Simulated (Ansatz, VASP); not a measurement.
Bi: VASP beside Ansatz

```
CELL_PARAMETERS angstrom
2.29246 1.32355 4.04675
-2.29246 1.32355 4.04675
0.00000 -2.64710 4.04675
ATOMIC_POSITIONS crystal
Bi 0.23371 0.23371 0.23371
Bi 0.76629 0.76629 0.76629
```

Alike in both runs: task single point; functional PBE; k mesh 8 × 8 × 8; occupations methfessel-paxton of order 1, width 0.6 eV; no spin polarisation.

```csv
,VASP,Ansatz
version,VASP 6.6.1,Ansatz 0.2.0
potentials or method,"VASP PAW PBE potentials, release 64 (Bi_d), cutoff 520 eV","plane waves (420 eV) with PAW, scalar-relativistic"
valence electrons in the cell,30,30
```

VASP gave:

* pressure (GPa): -0.2
* traceless stress, the component that is largest in VASP (GPa): 0.07

Q: What did Ansatz give for the same quantities?

A: Pressure (GPa): -0.1; traceless stress, the component that is largest in VASP (GPa): 0.06.

With one functional, cell and mesh, what is left measures potentials, basis and numerics.

Spin-orbit coupling is off throughout.
